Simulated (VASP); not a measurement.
# SnO (P4/nmm) in VASP: notebook

The runs below take SnO through single point, with r2SCAN.

Everything below comes from runs of VASP 6.6.1. Logs are shortened: lines on timing, memory, paths and dates and some standing lists are left out, and cuts for length are marked.

## Step 1: The cell of the first run

It takes space group P4/nmm (No. 129, tetragonal). The conventional cell has a = 3.755 Å, b = 3.755 Å, c = 4.782 Å, α = 90.00°, β = 90.00°, γ = 90.00°. Within 2.9 Å of Sn (site symmetry 4mm) lie 4 O at 2.21 Å. Within 2.9 Å of O (site symmetry -4m2) lie 4 Sn at 2.21 Å and 4 O at 2.65 Å.

## Step 2: Single point, r2SCAN, non-collinear spin, zero start, spin-orbit coupling (epitaxial xy strain -1.0%)

The input, POSCAR:

```
SnO
1.0
    3.7546621811      0.0000000000      0.0000000000
    0.0000000000      3.7546621811      0.0000000000
    0.0000000000      0.0000000000      4.7821791640
Sn O
2 2
Direct
    0.0000000000      0.5000000000      0.2425790113
    0.5000000000      0.0000000000      0.7574209887
    0.5000000000      0.5000000000      0.0000000000
    0.0000000000      0.0000000000      0.0000000000
```

The input, INCAR.step1:

```
SYSTEM = SnO
PREC = Accurate
ENCUT = 520
ISMEAR = -1
SIGMA = 0.02
LREAL = .FALSE.
LASPH = .TRUE.
NELM = 150
MAGMOM = 0 0 0 0 0 0 0 0 0 0 0 0
LSORBIT = .TRUE.
GGA_COMPAT = .FALSE.
NBANDS = 54
GGA = PE
ALGO = Normal
EDIFF = 1E-4
LWAVE = .TRUE.
LCHARG = .FALSE.
```

The input, INCAR.step2:

```
SYSTEM = SnO
PREC = Accurate
ENCUT = 520
EDIFF = 1E-6
ISMEAR = -1
SIGMA = 0.02
LREAL = .FALSE.
LASPH = .TRUE.
NELM = 150
ALGO = Normal
ISIF = 2
LWAVE = .FALSE.
LCHARG = .FALSE.
MAGMOM = 0 0 0 0 0 0 0 0 0 0 0 0
LORBIT = 11
LSORBIT = .TRUE.
GGA_COMPAT = .FALSE.
LORBMOM = .TRUE.
METAGGA = R2SCAN
LMIXTAU = .TRUE.
NBANDS = 54
ISTART = 1
```

The input, KPOINTS:

```
regular mesh
0
G
  6 6 6
  0 0 0
```

Potentials or basis: VASP PAW PBE potentials, release 64 (Sn_d, O).

On the command line:

```sh
$ cat potpaw_PBE.64/Sn_d/POTCAR potpaw_PBE.64/O/POTCAR > POTCAR
$ cp INCAR.step1 INCAR
$ mpirun -np 1 vasp_ncl > vasp.out
$ cp INCAR.step2 INCAR
$ mpirun -np 1 vasp_ncl > vasp.out
```

OUTCAR:

```text
SYSTEM = SnO
   PREC = Accurate
   ENCUT = 520
   EDIFF = 1E-6
   ISMEAR = -1
   LREAL = .FALSE.
   LASPH = .TRUE.
   NELM = 150
   ISIF = 2
   LORBIT = 11
   LSORBIT = .TRUE.
   METAGGA = R2SCAN
   ISTART = 1

 ion  position               nearest neighbor table
   1  0.000  0.500  0.243-   3 2.21   4 2.21   4 2.21   3 2.21   2 3.53   2 3.53   2 3.53   2 3.53
                             2 3.62   2 3.62   2 3.62   2 3.62
   2  0.500  0.000  0.757-   3 2.21   4 2.21   3 2.21   4 2.21   1 3.53   1 3.53   1 3.53   1 3.53
                             1 3.62   1 3.62   1 3.62   1 3.62
   3  0.500  0.500  0.000-   1 2.21   2 2.21   2 2.21   1 2.21
   4  0.000  0.000  0.000-   1 2.21   2 2.21   1 2.21   2 2.21

  LATTYP: Found a simple tetragonal cell.
 ALAT       =     3.7546621811
 C/A-ratio  =     1.2736642961

  Lattice vectors:

 A1 = (   3.7546621811,   0.0000000000,   0.0000000000)
 A2 = (   0.0000000000,   3.7546621811,   0.0000000000)
 A3 = (   0.0000000000,   0.0000000000,   4.7821791640)

Analysis of symmetry for initial positions (statically):
=====================================================================
 Subroutine PRICEL returns:
 Original cell was already a primitive cell.

 Routine SETGRP: Setting up the symmetry group for a
 simple tetragonal supercell.

 Subroutine GETGRP returns: Found 16 space group operations
 (whereof  8 operations were pure point group operations)
 out of a pool of 16 trial point group operations.

The static configuration has the point symmetry D_2d.
 The point group associated with its full space group is D_4h.

Analysis of symmetry for dynamics (positions and initial velocities):
=====================================================================
 Subroutine PRICEL returns:
 Original cell was already a primitive cell.

 Routine SETGRP: Setting up the symmetry group for a
 simple tetragonal supercell.

 Subroutine GETGRP returns: Found 16 space group operations
 (whereof  8 operations were pure point group operations)
 out of a pool of 16 trial point group operations.

The dynamic configuration has the point symmetry D_2d.
 The point group associated with its full space group is D_4h.

Analysis of structural, dynamic, and magnetic symmetry:
=====================================================================
 Subroutine PRICEL returns:
 Original cell was already a primitive cell.

 Routine SETGRP: Setting up the symmetry group for a
 simple tetragonal supercell.

 Subroutine GETGRP returns: Found 16 space group operations
 (whereof  8 operations were pure point group operations)
 out of a pool of 16 trial point group operations.

The overall configuration has the point symmetry D_2d.
 The point group associated with its full space group is D_4h.

 Subroutine INISYM returns: Found 16 space group operations
 (whereof  8 operations are pure point group operations),
 and found     1 'primitive' translations
[... 1511 lines left out ...]
  free  energy   TOTEN  =       -66.9422784814 eV

  energy  without entropy=      -66.9418408809  energy(sigma->0) =      -66.94205968

 orbital moment (x)

 # of ion     p       d       tot
 ----------------------------------------
  1         0.000  -0.000  -0.000
  2         0.000   0.000   0.000
  3         0.000   0.000   0.000
  4         0.000   0.000   0.000
 ----------------------------------------
            0.000   0.000   0.000

 orbital moment (y)

 # of ion     p       d       tot
 ----------------------------------------
  1         0.000  -0.000  -0.000
  2        -0.000   0.000  -0.000
  3        -0.000   0.000  -0.000
  4        -0.000   0.000  -0.000
 ----------------------------------------
           -0.000  -0.000  -0.000

 orbital moment (z)

 # of ion     p       d       tot
 ----------------------------------------
  1         0.000   0.000   0.000
  2         0.000   0.000   0.000
  3        -0.000   0.000  -0.000
  4         0.000   0.000   0.000
 ----------------------------------------
           -0.000   0.000  -0.000

 Spin-Orbit-Coupling matrix elements

 Ion:    1  E_soc:     -0.0730232
 l=   1
     0.0000000    -0.0070162    -0.0050047
    -0.0070162     0.0000000    -0.0070162
    -0.0050047    -0.0070162     0.0000000
 l=   2
     0.0000000    -0.0011731     0.0000000    -0.0011731    -0.0045997
    -0.0011731     0.0000000    -0.0035518    -0.0011411    -0.0011419
     0.0000000    -0.0035518     0.0000000    -0.0035518     0.0000000
    -0.0011731    -0.0011411    -0.0035518     0.0000000    -0.0011419
    -0.0045997    -0.0011419     0.0000000    -0.0011419     0.0000000
 l=   3
     0.0000000     0.0000000     0.0000000     0.0000000     0.0000000     0.0000000     0.0000000
     0.0000000     0.0000000     0.0000000     0.0000000     0.0000000     0.0000000     0.0000000
     0.0000000     0.0000000     0.0000000     0.0000000     0.0000000     0.0000000     0.0000000
     0.0000000     0.0000000     0.0000000     0.0000000     0.0000000     0.0000000     0.0000000
[... 49 lines left out ...]
 l=   2
     0.0000000     0.0000000     0.0000000     0.0000000     0.0000000
     0.0000000     0.0000000     0.0000000     0.0000000     0.0000000
     0.0000000     0.0000000     0.0000000     0.0000000     0.0000000
     0.0000000     0.0000000     0.0000000     0.0000000     0.0000000
     0.0000000     0.0000000     0.0000000     0.0000000     0.0000000
 l=   3
     0.0000000     0.0000000     0.0000000     0.0000000     0.0000000     0.0000000     0.0000000
     0.0000000     0.0000000     0.0000000     0.0000000     0.0000000     0.0000000     0.0000000
     0.0000000     0.0000000     0.0000000     0.0000000     0.0000000     0.0000000     0.0000000
     0.0000000     0.0000000     0.0000000     0.0000000     0.0000000     0.0000000     0.0000000
     0.0000000     0.0000000     0.0000000     0.0000000     0.0000000     0.0000000     0.0000000
     0.0000000     0.0000000     0.0000000     0.0000000     0.0000000     0.0000000     0.0000000
     0.0000000     0.0000000     0.0000000     0.0000000     0.0000000     0.0000000     0.0000000

 total charge

# of ion       s       p       d       tot
------------------------------------------
    1        1.209   0.844  10.088  12.141
    2        1.209   0.844  10.088  12.141
    3        1.579   3.484   0.000   5.064
    4        1.579   3.484   0.000   5.064
--------------------------------------------------
tot          5.577   8.656  20.176  34.409

 magnetization (x)

# of ion       s       p       d       tot
------------------------------------------
    1       -0.000   0.000   0.000  -0.000
    2       -0.000   0.000   0.000  -0.000
    3       -0.000   0.000   0.000  -0.000
    4       -0.000   0.000   0.000  -0.000
--------------------------------------------------
tot         -0.000   0.000   0.000  -0.000

 magnetization (y)

# of ion       s       p       d       tot
------------------------------------------
    1        0.000  -0.000  -0.000  -0.000
    2        0.000  -0.000   0.000  -0.000
    3        0.000   0.000   0.000   0.000
    4        0.000   0.000   0.000   0.000
--------------------------------------------------
tot          0.000  -0.000   0.000  -0.000

 magnetization (z)

# of ion       s       p       d       tot
------------------------------------------
    1        0.000   0.000   0.000   0.000
    2        0.000   0.000   0.000   0.000
    3        0.000   0.000   0.000   0.000
    4        0.000   0.000   0.000   0.000
--------------------------------------------------
tot          0.000   0.000   0.000   0.000
```

OUTCAR.step1:

```text
SYSTEM = SnO
   PREC = Accurate
   ENCUT = 520
   ISMEAR = -1
   LREAL = .FALSE.
   LASPH = .TRUE.
[... 1663 lines left out ...]
     0.0000000     0.0000000     0.0000000     0.0000000     0.0000000     0.0000000     0.0000000
     0.0000000     0.0000000     0.0000000     0.0000000     0.0000000     0.0000000     0.0000000
     0.0000000     0.0000000     0.0000000     0.0000000     0.0000000     0.0000000     0.0000000
     0.0000000     0.0000000     0.0000000     0.0000000     0.0000000     0.0000000     0.0000000
     0.0000000     0.0000000     0.0000000     0.0000000     0.0000000     0.0000000     0.0000000
     0.0000000     0.0000000     0.0000000     0.0000000     0.0000000     0.0000000     0.0000000

=======================================================================

 ========================================================
```

Wall time 24 min (1 thread of Oxide Virtual Turin-like, shared host); peak memory 0.42 GiB.

Results:

```yaml
Free_energy: -66.9423 eV
Pressure: 3.1 GPa
Largest_force: 0.127 eV/Å
Net_moment: 0.00 μB per cell
Valence_electrons_inside_the_program's_atomic_spheres: Sn 12.14; O 5.06
```

Forces in eV/Å, atoms in the order of the input:
```
Sn   0.000  0.000  0.127
Sn   0.000  0.000 -0.127
O    0.000  0.000  0.000
O    0.000  0.000  0.000
```

Moments on the atoms (μB; x, y, z):
```
Sn  0.00 0.00 0.00
Sn  0.00 0.00 0.00
O   0.00 0.00 0.00
O   0.00 0.00 0.00
```

Caveat: the cell differs from its parent crystal (epitaxial xy strain -1.0%); the cell stands under pressure; the PAW data sets were made with another functional, which shifts forces and pressure a little.

## Step 3: Single point, r2SCAN, non-collinear spin, zero start, spin-orbit coupling (epitaxial xy strain -2.0%)

The input, POSCAR:

```
SnO
1.0
    3.7167363005      0.0000000000      0.0000000000
    0.0000000000      3.7167363005      0.0000000000
    0.0000000000      0.0000000000      4.8193471432
Sn O
2 2
Direct
    0.0000000000      0.5000000000      0.2433908458
    0.5000000000      0.0000000000      0.7566091542
    0.5000000000      0.5000000000      0.0000000000
    0.0000000000      0.0000000000      0.0000000000
```

The input, INCAR.step1:

```
  ALGO = Normal
  EDIFF = 1E-4
  ENCUT = 520
  GGA = PE
  GGA_COMPAT = F
  ISMEAR = -1
  LASPH = T
  LCHARG = F
  LREAL = F
  LSORBIT = T
  LWAVE = T
  MAGMOM = 0 0 0 0 0 0 0 0 0 0 0 0
  NBANDS = 54
  NELM = 150
  PREC = Accurate
  SIGMA = 0.02
```

The input, INCAR.step2:

```
  ALGO = Normal
  EDIFF = 1E-7
  ENCUT = 520
  GGA_COMPAT = F
  ISIF = 2
  ISMEAR = -1
  ISTART = 1
  LASPH = T
  LCHARG = F
  LMIXTAU = T
  LORBIT = 11
  LORBMOM = T
  LREAL = F
  LSORBIT = T
  LWAVE = F
  MAGMOM = 0 0 0 0 0 0 0 0 0 0 0 0
  METAGGA = R2SCAN
  NBANDS = 54
  NELM = 150
  PREC = Accurate
  SIGMA = 0.02
```

The input, KPOINTS:

```
k-points
0
Gamma
  6 6 6
```

Potentials or basis: VASP PAW PBE potentials, release 64 (Sn_d, O).

On the command line:

```sh
$ cat potpaw_PBE.64/Sn_d/POTCAR potpaw_PBE.64/O/POTCAR > POTCAR
$ cp INCAR.step1 INCAR
$ mpirun -np 1 vasp_ncl > vasp.out
$ cp INCAR.step2 INCAR
$ mpirun -np 1 vasp_ncl > vasp.out
```

Run time: 32 min. Hardware: 1 thread of Oxide Virtual Turin-like, shared host; peak memory 0.42 GiB.

The run converged. Its results:

```
Free energy                                           : -66.9071 eV
Pressure                                              : 4.6 GPa
Largest force                                         : 0.136 eV/Å
Net moment                                            : 0.00 μB per cell
Valence electrons inside the program's atomic spheres : Sn 12.16; O 5.07
```

Forces in eV/Å, atoms in the order of the input:
```
Sn   0.000  0.000  0.136
Sn   0.000  0.000 -0.136
O    0.000  0.000  0.000
O    0.000  0.000  0.000
```

Stress tensor (GPa, compression positive):
```
5.98 0.00 0.00
0.00 5.98 0.00
0.00 0.00 1.83
```

Moments on the atoms (μB; x, y, z):
```
Sn  0.00 0.00 0.00
Sn  0.00 0.00 0.00
O   0.00 0.00 0.00
O   0.00 0.00 0.00
```

Caveat: the cell differs from its parent crystal (epitaxial xy strain -2.0%); the cell stands under pressure; the PAW data sets were made with another functional, which shifts forces and pressure a little.
